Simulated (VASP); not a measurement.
A run of VASP 6.6.1 is set up as follows.

The input INCAR:

```
SYSTEM = Pt
  ALGO = Fast
  EDIFF = 1E-6
  ENCUT = 520
  GGA = PE
  ISIF = 2
  ISMEAR = 0
  LASPH = .True.
  LCHARG = .False.
  LREAL = .False.
  LWAVE = .False.
  NBANDS = 11
  NELM = 60
  PREC = Accurate
  SIGMA = 0.15
```

The input KPOINTS:

```
k-points
0
Gamma
  24 24 24
  0 0 0
```

Contents of POSCAR:

```
Pt
1.0
   -1.9474695926      1.6041466857      1.6041466857
    1.6041466857     -1.9474695926      1.6041466857
    1.6041466857      1.6041466857     -1.9474695926
Pt
1
Direct
    0.0000000000      0.0000000000      0.0000000000
```

Potentials or basis: VASP PAW PBE potentials, release 64 (Pt).

Run with:

```bash
$ cat potpaw_PBE.64/Pt/POTCAR > POTCAR
$ mpirun -np 1 vasp_std > vasp.out
```

What does it give for the band gap on the k mesh?

Zero (bands 5 and 6 overlap by 4.82 eV).

Estimate the pressure.

55.1 GPa.

Stress tensor (GPa, compression positive):
```
55.07 60.81 60.81
60.81 55.07 60.81
60.81 60.81 55.07
```

Caveat: the cell stands under pressure; spin-orbit coupling is left out, which moves the levels of the heavy elements.
